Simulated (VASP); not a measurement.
# Ba (R-3m) in VASP: further runs

Runs on Ba. Level: PBEsol. Tasks: single point.

Everything below comes from runs of VASP 6.6.1. Logs are shortened: lines on timing, memory, paths and dates and some standing lists are left out, and cuts for length are marked.

### 1 The cell of the first run

The structure is trigonal, space group R-3m (No. 166). The conventional cell has a = 5.092 Å, b = 5.092 Å, c = 6.879 Å, α = 90.00°, β = 90.00°, γ = 120.00°. Ba (site symmetry -3m) has 12 Ba at 3.73 to 5.09 Å within 5.1 Å.

### 2 Single point, PBEsol (51.50 Å³/atom)

The input, INCAR:

```
  ALGO = Fast
  EDIFF = 1E-7
  ENCUT = 520
  GGA = PS
  ISIF = 2
  ISMEAR = 0
  LASPH = T
  LCHARG = F
  LREAL = F
  LWAVE = F
  NBANDS = 11
  NELM = 60
  PREC = Accurate
  SIGMA = 0.15
```

The input, KPOINTS:

```
k-points
0
Gamma
  14 14 14
```

The input, POSCAR:

```
Ba
1.0
   -1.0766400130      2.5241627062      2.5241627062
    2.5241627062     -1.0766400130      2.5241627062
    2.5241627062      2.5241627062     -1.0766400130
Ba
1
Direct
    0.0000000000      0.0000000000      0.0000000000
```

Potentials or basis: VASP PAW PBE potentials, release 64 (Ba_sv).

Run with:

```console
> cat potpaw_PBE.64/Ba_sv/POTCAR > POTCAR
> mpirun -np 1 vasp_std > vasp.out
```

OUTCAR:

```text
EDIFF = 1E-7
   ENCUT = 520
   GGA = PS
   ISIF = 2
   ISMEAR = 0
   LASPH = T
   LREAL = F
   NELM = 60
   PREC = Accurate

 ion  position               nearest neighbor table
   1  0.000  0.000  0.000-

  LATTYP: Found a trigonal (rhomboedric) cell.
 ALAT       =     3.7285316751
 COS(alpha) =     0.0673407928

  Lattice vectors:

 A1 = (  -1.0766400130,   2.5241627062,   2.5241627062)
 A2 = (   2.5241627062,  -1.0766400130,   2.5241627062)
 A3 = (   2.5241627062,   2.5241627062,  -1.0766400130)

Analysis of symmetry for initial positions (statically):
=====================================================================
 Subroutine PRICEL returns:
 Original cell was already a primitive cell.

 Routine SETGRP: Setting up the symmetry group for a
 trigonal (rhombohedral) supercell.

 Subroutine GETGRP returns: Found 12 space group operations
 (whereof 12 operations were pure point group operations)
 out of a pool of 12 trial point group operations.

The static configuration has the point symmetry D_3d.

Analysis of symmetry for dynamics (positions and initial velocities):
=====================================================================
 Subroutine PRICEL returns:
 Original cell was already a primitive cell.

 Routine SETGRP: Setting up the symmetry group for a
 trigonal (rhombohedral) supercell.

 Subroutine GETGRP returns: Found 12 space group operations
 (whereof 12 operations were pure point group operations)
 out of a pool of 12 trial point group operations.

The dynamic configuration has the point symmetry D_3d.

 Subroutine INISYM returns: Found 12 space group operations
 (whereof 12 operations are pure point group operations),
 and found     1 'primitive' translations

----------------------------------------------------------------------------------------

                                     Primitive cell

  volume of cell :      51.4960

  direct lattice vectors                    reciprocal lattice vectors
    -1.076640013  2.524162706  2.524162706    -0.101216476  0.176499377  0.176499377
     2.524162706 -1.076640013  2.524162706     0.176499377 -0.101216476  0.176499377
     2.524162706  2.524162706 -1.076640013     0.176499377  0.176499377 -0.101216476

  length of vectors
     3.728531675  3.728531675  3.728531675     0.269348910  0.269348910  0.269348910

  position of ions in fractional coordinates (direct lattice)
     0.000000000  0.000000000  0.000000000

  ion indices of the primitive-cell ions
   primitive index   ion index
                 1           1

----------------------------------------------------------------------------------------

 KPOINTS: k-points

Automatic generation of k-mesh.
 Grid dimensions read from file:
 generate k-points for:   14   14   14

 Generating k-lattice:

  Cartesian coordinates                     Fractional coordinates (reciprocal lattice)
    -0.007229748  0.012607098  0.012607098     0.071428571  0.000000000  0.000000000
     0.012607098 -0.007229748  0.012607098     0.000000000  0.071428571  0.000000000
     0.012607098  0.012607098 -0.007229748     0.000000000  0.000000000  0.071428571

  Length of vectors
     0.019239208  0.019239208  0.019239208

  Shift w.r.t. Gamma in fractional coordinates (k-lattice)
     0.000000000  0.000000000  0.000000000

 Subroutine IBZKPT returns following result:
 ===========================================

 Found    288 irreducible k-points:

 Following reciprocal coordinates:
            Coordinates               Weight
  0.000000  0.000000  0.000000      1.000000
  0.071429  0.000000 -0.000000      6.000000
  0.142857  0.000000  0.000000      6.000000
  0.214286  0.000000  0.000000      6.000000
  0.285714  0.000000  0.000000      6.000000
  0.357143  0.000000  0.000000      6.000000
[... 16 lines left out ...]
  0.214286  0.142857  0.000000     12.000000
  0.285714  0.142857  0.000000     12.000000
 [... further k-points ...]
   k-points           NKPTS =    288   k-points in BZ     NKDIM =    288   number of bands    NBANDS=     11
   number of dos      NEDOS =    301   number of ions     NIONS =      1
   total plane-waves  NPLWV =  21952
   dimension x,y,z NGX =    28 NGY =   28 NGZ =   28
   dimension x,y,z NGXF=    56 NGYF=   56 NGZF=   56
   ions per type =               1
   NGX,Y,Z   is equivalent  to a cutoff of  12.48, 12.48, 12.48 a.u.
   NGXF,Y,Z  is equivalent  to a cutoff of  24.97, 24.97, 24.97 a.u.
 SYSTEM =  unknown system
   PREC   = accura    normal or accurate (medium, high low for compatibility)
   ISTART =      0    job   : 0-new  1-cont  2-samecut
   ICHARG =      2    charge: 1-file 2-atom 10-const
   ISPIN  =      1    spin polarized calculation?
   LNONCOLLINEAR =      F non collinear calculations
   LSORBIT =      F    spin-orbit coupling
   LASPH  =      T    aspherical Exc in radial PAW
   ENCUT  =  520.0 eV  38.22 Ry    6.18 a.u.   6.93  6.93  6.93*2*pi/ulx,y,z
   NELM   =     60;   NELMIN=  2; NELMDL= -5     # of ELM steps
   EDIFF  = 0.1E-06   stopping-criterion for ELM
   LREAL  =      F    real-space projection
   EDIFFG = 0.1E-05   stopping-criterion for IOM
   NSW    =      0    number of steps for IOM
   IBRION =     -1    ionic relax: 0-MD 1-quasi-New 2-CG
   NFREE  =      0    steps in history (QN), initial steepest desc. (CG)
   ISIF   =      2    stress and relaxation
   ISYM   =      2    0-nonsym 1-usesym 2-fastsym
   POTIM  = 0.5000    time-step for ionic-motion
   TEBEG  =    0.0;   TEEND  =   0.0 temperature during run
   PSTRESS=    0.0 pullay stress
   NELECT =      10.0000    total number of electrons
   NUPDOWN=      -1.0000    fix difference up-down
   EMIN   =  10.00;   EMAX   =-10.00  energy-range for DOS
   EFERMI =   0.00;   METHOD = LEGACY
   ISMEAR =     0;   SIGMA  =   0.15  broadening in eV -4-tet -1-fermi 0-gaus
   EFERMI_NEDOS =   21; number of points for ismear=-14 and -15
   IALGO  =     68    algorithm
   IMIX   =      4    mixing-type and parameters
     AMIX     =   0.40;   BMIX     =  1.00
     AMIX_MAG =   1.60;   BMIX_MAG =  1.00
  volume/ion in A,a.u.               =      51.50       347.51
  Fermi-wavevector in a.u.,A,eV,Ry     =   0.948019  1.791496 12.228098  0.898740
  Thomas-Fermi vector in A             =   2.076168
   LORBIT       =      0    0 simple, 1 ext, 2 COOP (PROOUT), +10 PAW based schemes
   GGA     = PS    functional components
   LHFCALC =     F    Hartree Fock is set to
   AEXX    =    0.0000 exact exchange contribution
   IVDW    =     0    specifies the selected vdW correction
   LEPSILON=     F    determine dielectric tensor
   LRPA    =     F    only Hartree local field effects (RPA)
 non-spin polarized calculation
 RMM-DIIS sequential band-by-band and
 Gauss-broadening in eV      SIGMA  =   0.15
  energy-cutoff  :      520.00
  volume of cell :       51.50
 maximum number of plane-waves:      1424
   NGX = 13   NGY = 13   NGZ = 13

 number of electron      10.0000000 magnetization

 number of electron       9.9999999 magnetization

 Free energy of the ion-electron system (eV)
  ---------------------------------------------------
  ext. energy  EPLUGINS =         0.00000000
  ---------------------------------------------------
  free energy    TOTEN  =        -1.84517389 eV

  energy without entropy =       -1.83510968  energy(sigma->0) =       -1.84014178

 E-fermi :   2.1683     XC(G=0):  -8.1795

 val. band max:        2.1643889970   @ k =   0.5000   0.2143   0.0714
 cond. band min:       2.1731980585   @ k =   0.5000   0.5000   0.5000
 fundamental gap:      0.0088090614
 Fermi energy:         2.1683013406

 k-point     1 :       0.0000    0.0000    0.0000
  band No.  band energies     occupation
      1     -26.7661      2.00000
      2     -11.3909      2.00000
      3     -11.3909      2.00000
      4     -11.3433      2.00000
      5      -0.4368      2.00000
      6       2.1011      1.47340
      7       2.1011      1.47340
      8       7.8488      0.00000
      9       7.8488      0.00000
     10       7.9376      0.00000
     11      10.2212      0.00000

 k-point     2 :       0.0714    0.0000   -0.0000
  band No.  band energies     occupation
      1     -26.7605      2.00000
      2     -11.4456      2.00000
      3     -11.3856      2.00000
      4     -11.3493      2.00000
      5      -0.3404      2.00000
      6       2.1290      1.28914
      7       2.2109      0.68824
      8       7.5810      0.00000
      9       7.6194      0.00000
     10       7.8988      0.00000
     11      10.3412      0.00000

 k-point     3 :       0.1429    0.0000    0.0000
  band No.  band energies     occupation
      1     -26.7447      2.00000
      2     -11.6206      2.00000
      3     -11.3705      2.00000
      4     -11.3386      2.00000
      5      -0.0791      2.00000
      6       2.2088      0.70236
      7       2.5260      0.00075
      8       7.0065      0.00000
      9       7.0523      0.00000
     10       7.9337      0.00000
     11       9.7952      0.00000

 k-point     4 :       0.2143    0.0000    0.0000
  band No.  band energies     occupation
      1     -26.7218      2.00000
      2     -11.8646      2.00000
      3     -11.3485      2.00000
      4     -11.3181      2.00000
      5       0.2853      2.00000
      6       2.3292      0.12927
      7       2.9777      0.00000
      8       6.3982      0.00000
      9       6.4828      0.00000
     10       7.9918      0.00000
     11       9.0964      0.00000
[... 239 lines left out ...]
 k-point    22 :       0.1429    0.1429    0.0000
  band No.  band energies     occupation
      1     -26.7241      2.00000
      2     -11.6015      2.00000
      3     -11.5787      2.00000
      4     -11.3350      2.00000
      5       0.2356      2.00000
      6       2.4495      0.00801
      7       2.8204      0.00000
      8       5.8156      0.00000
      9       7.0149      0.00000
     10       7.3550      0.00000
     11      10.6632      0.00000

 k-point    23 :       0.2143    0.1429    0.0000
  band No.  band energies     occupation
      1     -26.7014      2.00000
      2     -11.8318      2.00000
      3     -11.5615      2.00000
      4     -11.3143      2.00000
      5       0.5768      2.00000
      6       2.6002      0.00005
      7       3.2188      0.00000
      8       5.2671      0.00000
      9       6.5513      0.00000
     10       7.3430      0.00000
     11       9.9498      0.00000

 k-point    24 :       0.2857    0.1429    0.0000
  band No.  band energies     occupation
      1     -26.6759      2.00000
      2     -12.0846      2.00000
      3     -11.5335      2.00000
      4     -11.2906      2.00000
      5       0.9677      2.00000
      6       2.7452      0.00000
      7       3.4394      0.00000
      8       5.1190      0.00000
      9       6.0806      0.00000
     10       7.4223      0.00000
     11       9.3681      0.00000

 [... further k-points ...]
[... 5 lines left out ...]
  --------------------------------------------------------------------------------------
  -------------------------------------------------------------------------------------
  Total        0.3467582      0.3467582      0.3467582      0.0880291      0.0880291      0.0880291
  in kB       10.7885694     10.7885694     10.7885694      2.7388196      2.7388196      2.7388196
  external PRESSURE =      10.7885694 kB  Pullay stress =       0.0000000 kB

 VOLUME and BASIS-vectors are now :
 -----------------------------------------------------------------------------
  energy-cutoff  :      520.00
  volume of cell :       51.50
      direct lattice vectors                 reciprocal lattice vectors
    -1.076640013  2.524162706  2.524162706    -0.101216476  0.176499377  0.176499377
     2.524162706 -1.076640013  2.524162706     0.176499377 -0.101216476  0.176499377
     2.524162706  2.524162706 -1.076640013     0.176499377  0.176499377 -0.101216476

 POSITION                                       TOTAL-FORCE (eV/Angst)
 -----------------------------------------------------------------------------------
      0.00000      0.00000      0.00000         0.000000      0.000000     -0.000000
 -----------------------------------------------------------------------------------
    total drift:                               -0.000000     -0.000000      0.000000

  FREE ENERGIE OF THE ION-ELECTRON SYSTEM (eV)
  ---------------------------------------------------
  free  energy   TOTEN  =        -1.8451738936 eV

  energy  without entropy=       -1.8351096754  energy(sigma->0) =       -1.84014178
```

It took 52 s on 1 thread of Intel Xeon 6975P-C (Granite Rapids), shared host; peak memory 0.28 GiB.

Results:

```yaml
Free_energy: -1.8452 eV
Pressure: 1.1 GPa
Band_gap_on_the_k_mesh: zero (bands 5 and 6 overlap by 0.38 eV)
```

Stress tensor (GPa, compression positive):
```
1.08 0.27 0.27
0.27 1.08 0.27
0.27 0.27 1.08
```

Caveat: the PAW data sets were made with another functional, which shifts forces and pressure a little; spin-orbit coupling is left out, which moves the levels of the heavy elements.

### 3 Single point, PBEsol (58.52 Å³/atom)

This run uses another cell than the first one, of 58.52 Å³/atom.

The input, INCAR:

```
PREC = Accurate ; ENCUT = 520
EDIFF = 1E-6 ; ISMEAR = 0
SIGMA = 0.15 ; LREAL = F
LASPH = T ; NELM = 60
ALGO = Fast ; ISIF = 2
LWAVE = F ; LCHARG = F
GGA = PS ; NBANDS = 11
```

The input, KPOINTS:

```
regular mesh
0
Gamma
  14 14 14
```

The input, POSCAR:

```
Ba
1.0
   -0.7679108792      2.7492381860      2.7492381860
    2.7492381860     -0.7679108792      2.7492381860
    2.7492381860      2.7492381860     -0.7679108792
Ba
1
Direct
    0.0000000000      0.0000000000      0.0000000000
```

Potentials or basis: VASP PAW PBE potentials, release 64 (Ba_sv).

Run with:

```console
> cat potpaw_PBE.64/Ba_sv/POTCAR > POTCAR
> mpirun -np 1 vasp_std > vasp.out
```

Wall time 2.4 min (1 thread of Intel Xeon 8259CL, shared host); peak memory 0.31 GiB.

Results (log left out):

| Item | Value |
| --- | --- |
| Free energy | -1.9347 eV |
| Pressure | 0.1 GPa |
| Band gap on the k mesh | zero (bands 5 and 6 overlap by 0.09 eV) |

Stress tensor (GPa, compression positive):
```
0.08 0.68 0.68
0.68 0.08 0.68
0.68 0.68 0.08
```

Levels at points of the mesh, in eV from the Fermi level:
```tsv
k point	band 2	band 3	band 4	band 5	band 6	band 7	band 8	band 9
(0.00, 0.00, 0.00)	-13.80	-13.80	-13.73	-2.70	0.39	0.39	4.31	4.43
(0.50, 0.00, 0.00)	-14.52	-13.75	-13.72	-0.88	0.64	0.97	3.24	3.53
(0.50, 0.50, 0.00)	-14.52	-14.26	-13.70	-0.97	0.14	2.77	3.74	3.87
(0.50, 0.50, 0.50)	-14.56	-14.15	-14.15	-0.76	0.60	0.60	3.46	5.45
```

Caveat: the PAW data sets were made with another functional, which shifts forces and pressure a little; spin-orbit coupling is left out, which moves the levels of the heavy elements.
